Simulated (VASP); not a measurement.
# CdSe: single point with PBE

CdSe:

```
Cd Se
1.0
     0.00000    3.09893    3.09893
     3.09893    0.00000    3.09893
     3.09893    3.09893    0.00000
Cd Se
1 1
Direct
  0.00000 0.00000 0.00000
  0.25000 0.25000 0.25000
```

| Quantity | Value |
| --- | --- |
| Program | VASP 6.6.1 |
| Task | single point |
| Functional | PBE |
| Potentials or basis | VASP PAW PBE potentials, release 64 (Cd, Se) |
| Cutoff | 520 eV |
| k mesh | 6 × 6 × 6 |
| Occupations | fermi-dirac, width 0.05 eV |
| Spin | no spin polarisation |
| Dipole correction | no |
| Further INCAR settings | ALGO = Normal; EDIFF = 1e-07; NBANDS = 16 |

```yaml
Pressure: 0.2 GPa
Band_gap_on_the_k_mesh: 0.49 eV
```

Levels at points of the mesh, in eV from the valence-band top:
```
           k point  band 5  band 6  band 7  band 8  band 9  band 10  band 11  band 12  band 13  band 14
(0.00, 0.00, 0.00)   -7.45   -7.45    0.00    0.00    0.00     0.49     5.93     5.93     5.93     9.56
(0.50, 0.00, 0.00)   -7.43   -7.19   -4.07   -0.67   -0.67     2.32     6.42     6.42     7.25     9.89
(0.50, 0.50, 0.00)   -7.40   -7.14   -3.83   -1.67   -1.67     3.24     3.69     8.86     9.88     9.88
```

Run time: 13 s on 1 thread of Intel(R) Xeon(R) Platinum 8488C (Sapphire Rapids) (shared host), peak memory 0.2 GiB.
